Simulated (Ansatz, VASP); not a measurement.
**SiC: VASP beside Ansatz**

File INCAR:

```
PREC = Accurate
ENCUT = 520
EDIFF = 1E-7
ISMEAR = -1
SIGMA = 0.02
LREAL = F
LASPH = T
NELM = 100
ALGO = Normal
ISIF = 2
LWAVE = F
LCHARG = F
LDIPOL = T
IDIPOL = 3
DIPOL = 0.5 0.5 0.500
GGA = PE
IBRION = 2
NSW = 32
EDIFFG = -0.01
```

Contents of KPOINTS:

```
regular mesh
0
Gamma
  8 6 1
```

POSCAR

```
SiC
1.0
    3.0969261060      0.0000000000      0.0000000000
    0.0000000000      4.3797149007      0.0000000000
    0.0000000000      0.0000000000     17.5485000000
Si C
2 2
Direct
    0.0000000000      0.8359263770      0.4837916316
    0.5000000000      0.3359261732      0.5162083531
    0.5000000000      0.6640739012      0.4581395296
    0.0000000000      0.1640735486      0.5418604856
```

Input for Ansatz:

```yaml
crystal:
  lattice:
    - [3.096926106, 0.0, 0.0]
    - [0.0, 4.3797149007, 0.0]
    - [0.0, 0.0, 17.5485]
  atoms:
    - { symbol: Si, position: [0.0, 0.835926377, 0.4837916316] }
    - { symbol: C, position: [0.5, 0.6640739012, 0.4581395296] }
    - { symbol: Si, position: [0.5, 0.3359261732, 0.5162083531] }
    - { symbol: C, position: [0.0, 0.1640735486, 0.5418604856] }
kpoints:
  mp_grid: { grid: [8, 6, 1] }
scf:
  occupations: { method: fermi_dirac, width: 0.02 }
  mixing: { preconditioner: kerker }
hamiltonian:
  xc: pbe
  pseudopotentials: { kind: all_electron, lapw: { basis_error: 0.001 } }
output:
  forces: true
  stress: true
  eigenvalues: true
relax:
  f_tol: 0.01
  max_steps: 12
efield:
  axis: 3
  amplitude: 0
  dipole_correction: true
```

Alike in both runs: task relaxation of the atoms; functional PBE; k mesh 8 × 6 × 1; occupations fermi-dirac, width 0.02 eV; no spin polarisation.

|  | VASP | Ansatz |
| --- | --- | --- |
| version | VASP 6.6.1 | Ansatz 0.2.0 |
| potentials or method | VASP PAW PBE potentials, release 64 (Si, C), cutoff 520 eV | all-electron LAPW, scalar-relativistic |

|  | VASP | Ansatz | Ansatz less VASP |
| --- | --- | --- | --- |
| gap on the k mesh at the Fermi level, each at its own relaxed structure (eV) | 2.42 | 2.42 | +0.005 |

Ansatz ran all-electron here, and VASP with PAW potentials.

Noted on VASP's run: the relaxation stopped at its first step, so nothing moved.
